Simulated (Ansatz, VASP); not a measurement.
KSrCl3 in VASP and in Ansatz

```
K Sr Cl
1.0
     5.60802    0.00000    0.00000
     0.00000    5.60802    0.00000
     0.00000    0.00000    5.60802
K Sr Cl
1 1 3
Direct
  0.00000 0.00000 0.00000
  0.50000 0.50000 0.50000
  0.50000 0.50000 0.00000
  0.50000 0.00000 0.50000
  0.00000 0.50000 0.50000
```

Change from the starting cell: hydrostatic strain -0.5%.

Alike in both runs: task single point; functional PBE; k mesh 4 × 4 × 4; occupations fermi-dirac, width 0.02 eV; no spin polarisation.

|  | VASP | Ansatz |
| --- | --- | --- |
| version | VASP 6.6.1 | Ansatz 0.2.0 |
| potentials or method | VASP PAW PBE potentials, release 64 (K_sv, Sr_sv, Cl) | plane waves, PAW |
| plane-wave cutoff (eV) | 520 | 420 |
| valence electrons in the cell | 40 | 40 |

Ansatz gave:

- gap on the k mesh at the Fermi level (eV): 4.51
- pressure (GPa): 0.8

Which values does VASP return?

gap on the k mesh at the Fermi level (eV): 4.51; pressure (GPa): 0.9.

The functional is the same, so the differences come from potentials, cutoffs and numerics.
